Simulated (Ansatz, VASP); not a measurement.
Ba2Hf2O in VASP and in Ansatz

```
Ba Hf O
1.0
     5.15756    0.00000    0.00000
    -2.57878    4.46658    0.00000
     0.00000    0.00000    6.61668
Ba Hf O
2 2 1
Direct
  0.33333 0.66667 0.75961
  0.66667 0.33333 0.75961
  0.33333 0.66667 0.25952
  0.66667 0.33333 0.25952
  0.00000 0.00000 0.75958
```

Alike in both runs: functional PBE; k mesh 6 × 6 × 4; occupations gaussian, width 0.1 eV; no spin polarisation.

Ansatz relaxed the structure, and its values are those at the end. VASP's run is a single point on that final structure, the one shown.

```csv
,VASP,Ansatz
version,VASP 6.6.1,Ansatz 0.2.0
potentials or method,"VASP PAW PBE potentials, release 64 (Ba_sv, Hf_pv, O), cutoff 520 eV","scalar-relativistic, plane waves, PAW"
valence electrons in the cell,46,78
```

Ansatz gave:

* gap on the k mesh at the Fermi level (eV): none
* pressure (GPa): 0.1

**Question.** What did VASP give for the same quantities?

**Answer.** gap on the k mesh at the Fermi level (eV): none; pressure (GPa): 1.3.

A gap of «none» marks a metal or a gap that the smearing closes. VASP's potentials hold 46 valence electrons a cell and Ansatz's 78, so a difference there can come from the potentials and not from the codes.

Neither program's run includes spin-orbit coupling.
